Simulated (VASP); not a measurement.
Set up this calculation in VASP 6.6.1, as the native input.

- Task: single point
- Functional: PBEsol
- Potentials or basis: VASP PAW PBE potentials, release 64 (Na_pv)
- Cutoff: 520 eV
- k mesh: 16 × 16 × 16
- Occupations: gaussian, width 0.15 eV
- Spin: no spin polarisation
- Dipole correction: no
- Further INCAR settings: ALGO = Normal; EDIFF = 1e-06; NBANDS = 10

The structure of Na lies in POSCAR:

```
Na
1.0
   -2.0539750000      2.0539750000      2.1175000000
    2.0539750000     -2.0539750000      2.1175000000
    2.0539750000      2.0539750000     -2.1175000000
Na
1
Direct
    0.0000000000      0.0000000000      0.0000000000
```

This cell differs from its parent crystal: strain -0.030 along x and y, +0.000 along z.

These files were run (other wordings do the same):

INCAR

```
ALGO     = Normal         # electronic algorithm
EDIFF    = 1E-6           # SCF threshold, eV
ENCUT    = 520            # plane-wave cutoff, eV
GGA      = PS             # functional
ISIF     = 2              # what is computed and relaxed
ISMEAR   = 0              # smearing method
LASPH    = True           # aspherical terms in the spheres
LCHARG   = True           # write CHGCAR
LELF     = True           # ELF
LREAL    = False          # projectors in reciprocal space
LVHAR    = True         
LWAVE    = False          # write WAVECAR
NBANDS   = 10             # bands
NELM     = 60             # most SCF steps
PREC     = Accurate       # precision mode
SIGMA    = 0.15           # smearing width, eV
```

KPOINTS

```
k-points
0
Gamma
  16 16 16
```

Potentials or basis: VASP PAW PBE potentials, release 64 (Na_pv).

Command:

```bash
$ cat potpaw_PBE.64/Na_pv/POTCAR > POTCAR
$ mpirun -np 1 vasp_std > vasp.out
```

Results of the run:

The pressure is 0.1 GPa.

Caveat: the cell differs from its parent crystal (strain -0.030 along x and y, +0.000 along z); the PAW data sets were made with another functional, which shifts forces and pressure a little.

Run time: 2.3 min on 1 thread of AMD EPYC 7R13, on a shared host, peak memory 0.2 GiB.
